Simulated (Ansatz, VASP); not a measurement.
**One calculation of Al3VN4, two programs**

```
CELL_PARAMETERS angstrom
4.10777 0.00000 0.00000
0.00000 4.10777 0.00000
0.00000 0.00000 4.10777
ATOMIC_POSITIONS crystal
Al 0.50000 0.00000 0.00000
Al 0.00000 0.00000 0.50000
Al 0.00000 0.50000 0.00000
V 0.50000 0.50000 0.50000
N 0.00000 0.50000 0.50000
N 0.50000 0.50000 0.00000
N 0.00000 0.00000 0.00000
N 0.50000 0.00000 0.50000
```

Alike in both runs: functional PBE; k mesh 4 × 4 × 4; occupations gaussian, width 0.1 eV; collinear spin.

Ansatz relaxed the structure, and its values are those at the end. VASP's run is a single point on that final structure, the one shown.

|  | VASP | Ansatz |
| --- | --- | --- |
| version | VASP 6.6.1 | Ansatz 0.2.0 |
| potentials or method | VASP PAW PBE potentials, release 64 (Al, V_sv, N), cutoff 520 eV | scalar-relativistic, plane waves, PAW |
| valence electrons in the cell | 42 | 42 |

```tsv
	VASP	Ansatz	Ansatz less VASP
gap on the k mesh at the Fermi level (eV)	none	none	-
pressure (GPa)	-0.2	-0.3	-0.03
net moment per atom (μB)	0.20	0.20	0.000
size of the moment on the site where the two differ most (μB)	1.38	1.14	-0.237
```

Site moments also hang on the region over which each program counts them. A gap of «none» marks a metal or a gap that the smearing closes. The functional is the same, so the differences come from potentials, cutoffs and numerics.

The k mesh is coarse, so the values compare programs but aren't converged.
